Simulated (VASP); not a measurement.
# ZnS (P6_3mc) in VASP: notebook, part 2 of 2

VASP 6.6.1.

### Step 3. Relaxation of cell and atoms, r2SCAN, target pressure 15 GPa, at which the enthalpy is minimised

POSCAR reads:

```
ZnS
1.0
    3.8062158159      0.0000000000      0.0000000000
   -1.9031079079      3.2962795888      0.0000000000
    0.0000000000      0.0000000000      6.2465611904
Zn S
2 2
Direct
    0.3333333333      0.6666666667      0.0053957873
    0.6666666667      0.3333333333      0.5053957873
    0.3333333333      0.6666666667      0.3796042127
    0.6666666667      0.3333333333      0.8796042127
```

INCAR.step1 reads:

```
SYSTEM = ZnS
ALGO     = Normal         ! electronic algorithm
EDIFF    = 1E-4           ! SCF threshold, eV
ENCUT    = 600            ! plane-wave cutoff, eV
GGA      = PE             ! functional
ISMEAR   = 0              ! smearing method
LASPH    = .TRUE.         ! aspherical terms in the spheres
LCHARG   = .FALSE.        ! write CHGCAR
LREAL    = .FALSE.        ! projectors in reciprocal space
LWAVE    = .TRUE.         ! write WAVECAR
NELM     = 100            ! most SCF steps
PREC     = Accurate       ! precision mode
SIGMA    = 0.01           ! smearing width, eV
```

INCAR.step2 reads:

```
SYSTEM = ZnS
ALGO     = Normal         ! electronic algorithm
EDIFF    = 1E-6           ! SCF threshold, eV
EDIFFG   = -0.002         ! ionic threshold
ENCUT    = 600            ! plane-wave cutoff, eV
IBRION   = 2              ! ionic algorithm
ISIF     = 3              ! what is computed and relaxed
ISMEAR   = 0              ! smearing method
ISTART   = 1            
LASPH    = .TRUE.         ! aspherical terms in the spheres
LCHARG   = .FALSE.        ! write CHGCAR
LMIXTAU  = .TRUE.       
LREAL    = .FALSE.        ! projectors in reciprocal space
LWAVE    = .FALSE.        ! write WAVECAR
METAGGA  = R2SCAN         ! meta-GGA
NELM     = 100            ! most SCF steps
NSW      = 100            ! ionic steps
PREC     = Accurate       ! precision mode
PSTRESS  = 150.0        
SIGMA    = 0.01           ! smearing width, eV
```

KPOINTS reads:

```
k-points
0
G
  6 6 4
  0 0 0
```

Potentials or basis: VASP PAW PBE potentials, release 64 (Zn, S).

Launch:

```sh
cat potpaw_PBE.64/Zn/POTCAR potpaw_PBE.64/S/POTCAR > POTCAR
cp INCAR.step1 INCAR
mpirun -np 1 vasp_std > vasp.out
cp INCAR.step2 INCAR
mpirun -np 1 vasp_std > vasp.out
```

OUTCAR:

```text
SYSTEM = ZnS
   EDIFF = 1E-6
   EDIFFG = -0.002
   ENCUT = 600
   IBRION = 2
   ISIF = 3
   ISMEAR = 0
   ISTART = 1
   LASPH = .TRUE.
   LREAL = .FALSE.
   METAGGA = R2SCAN
   NELM = 100
   NSW = 100
   PREC = Accurate
   PSTRESS = 150.0

 ion  position               nearest neighbor table
   1  0.333  0.667  0.005-   4 2.33   4 2.33   4 2.33   3 2.34
   2  0.667  0.333  0.505-   3 2.33   3 2.33   3 2.33   4 2.34
   3  0.333  0.667  0.380-   2 2.33   2 2.33   2 2.33   1 2.34
   4  0.667  0.333  0.880-   1 2.33   1 2.33   1 2.33   2 2.34

  LATTYP: Found a hexagonal cell.
 ALAT       =     3.8062158159
 C/A-ratio  =     1.6411474001

  Lattice vectors:

 A1 = (   3.8062158159,   0.0000000000,   0.0000000000)
 A2 = (  -1.9031079079,   3.2962795888,   0.0000000000)
 A3 = (   0.0000000000,   0.0000000000,   6.2465611904)

Analysis of symmetry for initial positions (statically):
=====================================================================
 Subroutine PRICEL returns:
 Original cell was already a primitive cell.

 Routine SETGRP: Setting up the symmetry group for a
 hexagonal supercell.

 Subroutine GETGRP returns: Found 12 space group operations
 (whereof  6 operations were pure point group operations)
 out of a pool of 24 trial point group operations.

The static configuration has the point symmetry C_3v.
 The point group associated with its full space group is C_6v.

Analysis of symmetry for dynamics (positions and initial velocities):
=====================================================================
 Subroutine PRICEL returns:
 Original cell was already a primitive cell.

 Routine SETGRP: Setting up the symmetry group for a
 hexagonal supercell.

 Subroutine GETGRP returns: Found 12 space group operations
 (whereof  6 operations were pure point group operations)
 out of a pool of 24 trial point group operations.

The dynamic configuration has the point symmetry C_3v.
 The point group associated with its full space group is C_6v.

 Subroutine INISYM returns: Found 12 space group operations
 (whereof  6 operations are pure point group operations),
 and found     1 'primitive' translations

[... 130 lines left out ...]
 maximum number of plane-waves:      2637
   NGX = 15   NGY = 15   NGZ = 25

--------------------------------------- Ionic step        1  -------------------------------------------

 number of electron      36.0000006 magnetization

 Free energy of the ion-electron system (eV)
  ---------------------------------------------------
  ext. energy  EPLUGINS =         0.00000000
  ---------------------------------------------------
  free energy    TOTEN  =       -37.72322310 eV

  energy without entropy =      -37.72322310  energy(sigma->0) =      -37.72322310

------------------------ aborting loop because EDIFF is reached ----------------------------------------

  FORCE on cell =-STRESS in cart. coord.  units (eV):
  Direction    XX          YY          ZZ          XY          YZ          ZX
  --------------------------------------------------------------------------------------
  -------------------------------------------------------------------------------------
  Total        0.0160373      0.0160373     -0.0153886      0.0000000      0.0000000     -0.0000000
  in kB        0.3278561      0.3278561     -0.3145947      0.0000000      0.0000000     -0.0000000
  external PRESSURE =    -149.8862942 kB  Pullay stress =     150.0000000 kB
[... 27 lines left out ...]
--------------------------------------- Ionic step        2  -------------------------------------------

 number of electron      36.0000004 magnetization

 E-fermi :   5.1137     XC(G=0): -11.8066

 val. band max:        5.0375338672   @ k =   0.0000   0.0000   0.0000
 cond. band min:       8.4893017768   @ k =   0.3333   0.3333   0.0000
 fundamental gap:      3.4517679096
 Fermi energy:         5.1137283202

 k-point     1 :       0.0000    0.0000    0.0000
  band No.  band energies     occupation
      1     -11.1920      2.00000
      2      -9.6078      2.00000
      3      -3.1375      2.00000
      4      -3.1081      2.00000
      5      -3.1081      2.00000
      6      -2.9670      2.00000
[... 589 lines left out ...]
  energy  without entropy=      -37.3214162588  energy(sigma->0) =      -37.32141626

  enthalpy is  TOTEN    =       -30.9289883506 eV   P V=        6.3924279082

[... ionic steps 4 to 27 ...]

--------------------------------------- Ionic step       28  -------------------------------------------

 number of electron      36.0000020 magnetization

------------------------ aborting loop because EDIFF is reached ----------------------------------------
[... 75 lines left out ...]
--------------------------------------- Ionic step       30  -------------------------------------------

 number of electron      36.0000020 magnetization

 Free energy of the ion-electron system (eV)
  ---------------------------------------------------
  ext. energy  EPLUGINS =         0.00000000
  ---------------------------------------------------
  free energy    TOTEN  =       -37.30378106 eV

  energy without entropy =      -37.30378106  energy(sigma->0) =      -37.30378106

 E-fermi :   3.4700     XC(G=0): -11.0492

 val. band max:        3.3894418708   @ k =   0.0000   0.0000   0.0000
 cond. band min:       6.8463378415   @ k =   0.0000   0.0000   0.0000
 fundamental gap:      3.4568959707
 Fermi energy:         3.4700431339

 k-point     1 :       0.0000    0.0000    0.0000
  band No.  band energies     occupation
      1     -11.5198      2.00000
      2     -10.2829      2.00000
      3      -3.8797      2.00000
      4      -3.8373      2.00000
      5      -3.8372      2.00000
      6      -3.7171      2.00000
[... 549 lines left out ...]
  energy  without entropy=      -37.3037810569  energy(sigma->0) =      -37.30378106

  enthalpy is  TOTEN    =       -30.9302517888 eV   P V=        6.3735292682

 reached required accuracy - stopping structural energy minimisation
```

OSZICAR.step1:

```text
N       E                     dE             d eps       ncg     rms          rms(c)
DAV:   1     0.250770001261E+03    0.25077E+03   -0.19138E+04   924   0.216E+03
DAV:   2     0.932446028181E+01   -0.24145E+03   -0.23595E+03   992   0.405E+02
DAV:   3    -0.139244768523E+02   -0.23249E+02   -0.23147E+02  1104   0.125E+02
DAV:   4    -0.145195542840E+02   -0.59508E+00   -0.59405E+00  1068   0.199E+01
DAV:   5    -0.145296494504E+02   -0.10095E-01   -0.10094E-01  1134   0.262E+00    0.988E+00
DAV:   6    -0.136561005943E+02    0.87355E+00   -0.20263E+00  1468   0.440E+01    0.771E+00
DAV:   7    -0.136905068544E+02   -0.34406E-01   -0.20398E+00   996   0.825E+00    0.338E+00
DAV:   8    -0.136709263910E+02    0.19580E-01   -0.12073E-01  1248   0.478E+00    0.117E+00
DAV:   9    -0.136717369019E+02   -0.81051E-03   -0.21925E-02  1280   0.265E+00    0.293E-01
DAV:  10    -0.136718798087E+02   -0.14291E-03   -0.13625E-03  1032   0.448E-01    0.181E-01
DAV:  11    -0.136721196074E+02   -0.23980E-03   -0.37403E-04   892   0.141E-01    0.102E-01
DAV:  12    -0.136721161048E+02    0.35026E-05   -0.30373E-05   696   0.102E-01
   1 F= -.13672116E+02 E0= -.13672116E+02  d E =-.890005E-16
```

It took 19 min on 1 thread of Intel Xeon 6975P-C (Granite Rapids), shared host; peak memory 0.24 GiB.

What came out:

| Item | Value |
| --- | --- |
| Free energy | -37.3038 eV |
| Relaxed volume | 17.02 Å³/atom |
| Relaxed cell | a = 3.623 Å, b = 3.623 Å, c = 5.988 Å, α = 90.00°, β = 90.00°, γ = 120.00° |
| Space group after relaxing (to 0.1 Å) | P6_3mc (No. 186) |
| Energy change on relaxing (the run minimises the enthalpy) | +104.9 meV/atom |
| Ionic steps | 30 |
| Pressure after relaxing | 15.0 GPa |
| Band gap on the k mesh | 3.46 eV |

The path:
| step | energy change (eV) | largest force (eV/Å) | pressure (GPa) | volume (Å³) |
| --- | --- | --- | --- | --- |
| 1 | 0.0000 | 0.0019 | 0.01 | 78.37 |
| 2 | 1.8448 | 0.0992 | 40.21 | 59.37 |
| 3 | 0.4018 | 0.0405 | 14.59 | 68.28 |
| 4 | 0.4195 | 0.0408 | 14.99 | 68.09 |
| 5 | 0.4381 | 0.0409 | 15.41 | 67.89 |
| 6 | 0.4015 | 0.0272 | 14.60 | 68.28 |
| 7 | 0.4152 | 0.0324 | 14.94 | 68.13 |
| 8 | 0.4116 | 0.0312 | 14.80 | 68.17 |
| 9 | 0.4130 | 0.0317 | 14.87 | 68.15 |
| 10 | 0.4148 | 0.0223 | 14.92 | 68.13 |
| 11 | 0.4177 | 0.0088 | 14.98 | 68.10 |
| 12 | 0.4241 | 0.0205 | 15.08 | 68.03 |
| 13 | 0.4203 | 0.0039 | 15.04 | 68.07 |
| 14 | 0.4202 | 0.0024 | 15.03 | 68.07 |
| 15 | 0.4189 | 0.0034 | 14.99 | 68.08 |
| 16 | 0.4200 | 0.0022 | 15.03 | 68.07 |
| 17 | 0.4167 | 0.0061 | 14.92 | 68.11 |
| 18 | 0.4194 | 0.0005 | 15.00 | 68.08 |
| 19 | 0.4189 | 0.0008 | 15.00 | 68.08 |
| 20 | 0.4178 | 0.0030 | 14.96 | 68.09 |
| 21 | 0.4184 | 0.0022 | 15.01 | 68.09 |
| 22 | 0.4184 | 0.0020 | 14.98 | 68.09 |
| 23 | 0.4205 | 0.0003 | 15.03 | 68.07 |
| 24 | 0.4193 | 0.0015 | 14.97 | 68.08 |
| 25 | 0.4199 | 0.0005 | 15.02 | 68.07 |
| 26 | 0.4197 | 0.0011 | 15.02 | 68.07 |
| 27 | 0.4195 | 0.0011 | 15.01 | 68.08 |
| 28 | 0.4194 | 0.0022 | 15.00 | 68.08 |
| 29 | 0.4195 | 0.0008 | 15.01 | 68.08 |
| 30 | 0.4194 | 0.0012 | 15.01 | 68.08 |

Final structure:
```
Zn S
1.0
     3.62324    0.00000    0.00000
    -1.81162    3.13782    0.00000
     0.00000    0.00000    5.98791
Zn S
2 2
Direct
  0.33333 0.66667 0.00660
  0.66667 0.33333 0.50660
  0.33333 0.66667 0.37839
  0.66667 0.33333 0.87840
```

Caveat: the cell is relaxed towards a set pressure, so the run minimises the enthalpy, not the energy; the PAW data sets were made with another functional, which shifts forces and pressure a little.
